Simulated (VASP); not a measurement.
The system is Li.

```
Li
1.0
     0.00000    3.09453    3.09453
     3.09453    0.00000    3.09453
     3.09453    3.09453    0.00000
Li
3
Direct
  0.25000 0.25000 0.25000
  0.75000 0.75000 0.75000
  0.50000 0.50000 0.50000
```

* Program: VASP 6.6.1
* Task: relaxation of cell and atoms
* Functional: PBE
* Potentials or basis: VASP PAW PBE potentials, release 64 (Li_sv)
* Cutoff: 600 eV
* k mesh: 6 × 6 × 6
* Occupations: gaussian, width 0.1 eV
* Spin: no spin polarisation

At the start: pressure 2.8 GPa; volume 19.76 Å³/atom.

Problem. How do energy, volume and symmetry change on relaxing?

Solution. Over 3 steps the energy falls by 35.7 meV/atom and the volume is 24.00 Å³/atom (+21.5 %); space group Fm-3m (No. 225, to 0.05 Å).

Step by step:
| step | energy change (eV) | largest force (eV/Å) | pressure (GPa) | volume (Å³) |
| --- | --- | --- | --- | --- |
| 1 | 0.0000 | 0.0000 | 2.84 | 59.27 |
| 2 | -0.0464 | 0.0000 | 2.02 | 62.33 |
| 3 | -0.1071 | 0.0000 | 0.13 | 72.01 |

Final structure:
```
CELL_PARAMETERS angstrom
0.00000 3.30204 3.30204
3.30204 0.00000 3.30204
3.30204 3.30204 0.00000
ATOMIC_POSITIONS crystal
Li 0.25000 0.25000 0.25000
Li 0.75000 0.75000 0.75000
Li 0.50000 0.50000 0.50000
```

Caveat: the cutoff is under 1.25 times the usual one of these potentials, so pressure, stress and relaxed cells hold a basis-set (Pulay) error; the volume moved by over 15 % at a fixed basis, so the end points are rough.
